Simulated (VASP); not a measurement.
The system is Ba3Rh.

```
Ba Rh
1.0
     4.97269    0.00000    0.00000
     0.00000    4.97269    0.00000
     0.00000    0.00000    4.97269
Ba Rh
3 1
Direct
  0.00000 0.50000 0.50000
  0.50000 0.00000 0.50000
  0.50000 0.50000 0.00000
  0.00000 0.00000 0.00000
```

- Program: VASP 6.6.1
- Task: relaxation of cell and atoms
- Functional: PBE
- Potentials or basis: VASP PAW PBE potentials, release 64 (Ba_sv, Rh_sv_GW)
- Cutoff: 620 eV
- k mesh: 4 × 4 × 4
- Occupations: gaussian, width 0.1 eV
- Spin: no spin polarisation

At the start: pressure 6.4 GPa; volume 30.74 Å³/atom.

Q: Where does the relaxation end?

A: Over 4 steps the energy falls by 123.3 meV/atom and the volume is 37.99 Å³/atom (+23.6 %); space group Pm-3m (No. 221, to 0.1 Å) before and after.

The path:
| step | energy change (eV) | largest force (eV/Å) | pressure (GPa) | volume (Å³) |
| --- | --- | --- | --- | --- |
| 1 | 0.0000 | 0.0000 | 6.37 | 122.96 |
| 2 | -0.4766 | 0.0000 | 0.93 | 146.02 |
| 3 | -0.4915 | 0.0000 | -0.27 | 153.79 |
| 4 | -0.4931 | 0.0000 | -0.01 | 151.95 |

Final structure:
```
CELL_PARAMETERS angstrom
5.33625 0.00000 0.00000
0.00000 5.33625 0.00000
0.00000 0.00000 5.33625
ATOMIC_POSITIONS crystal
Ba 0.00000 0.50000 0.50000
Ba 0.50000 0.00000 0.50000
Ba 0.50000 0.50000 0.00000
Rh 0.00000 0.00000 0.00000
```

Caveat: the volume moved by over 15 % at a fixed basis, so the end points are rough.
